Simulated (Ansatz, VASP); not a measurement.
## Zn in VASP and in Ansatz

The input INCAR:

```
SYSTEM = Zn
ALGO = Normal
EDIFF = 1E-6
ENCUT = 520
GGA = PE
ISIF = 2
ISMEAR = -1
LASPH = .TRUE.
LCHARG = .FALSE.
LREAL = .FALSE.
LWAVE = .FALSE.
NBANDS = 12
NELM = 80
PREC = Accurate
SIGMA = 0.1
```

File KPOINTS:

```
k-points
0
G
  20 20 20
  0 0 0
```

POSCAR

```
Zn
1.0
    2.7299517029      0.0000000000      0.0000000000
    0.0000000000      2.7299517029      0.0000000000
    0.0000000000      0.0000000000      2.7299517029
Zn
1
Direct
    0.0000000000      0.0000000000      0.0000000000
```

Input for Ansatz:

```yaml
crystal:
  lattice:
    - [2.7299517029, 0.0, 0.0]
    - [0.0, 2.7299517029, 0.0]
    - [0.0, 0.0, 2.7299517029]
  atoms:
    - { symbol: Zn, position: [0.0, 0.0, 0.0] }
hamiltonian:
  xc: pbe
  pseudopotentials:
    kind: paw
    azcp:
      Zn: "pseudopotentials/Zn.paw.azcp"
basis:
  ecutwfc: 420
  fft_grid_basis: typed
kpoints:
  mp_grid: { grid: [20, 20, 20], shift: [0, 0, 0] }
magnetization:
  spin_polarized: false
scf:
  occupations: { method: fermi_dirac, width: 0.1 }
output:
  stress: true
```

Alike in both runs: task single point; functional PBE; k mesh 20 × 20 × 20; occupations fermi-dirac, width 0.1 eV; no spin polarisation.

|  | VASP | Ansatz |
| --- | --- | --- |
| version | VASP 6.6.1 | Ansatz 0.2.0 |
| potentials or method | VASP PAW PBE potentials, release 64 (Zn), cutoff 520 eV | plane waves (420 eV) with PAW, scalar-relativistic |
| valence electrons in the cell | 12 | 12 |

```tsv
	VASP	Ansatz	Ansatz less VASP
pressure (GPa)	-3.9	-4.0	-0.08
```
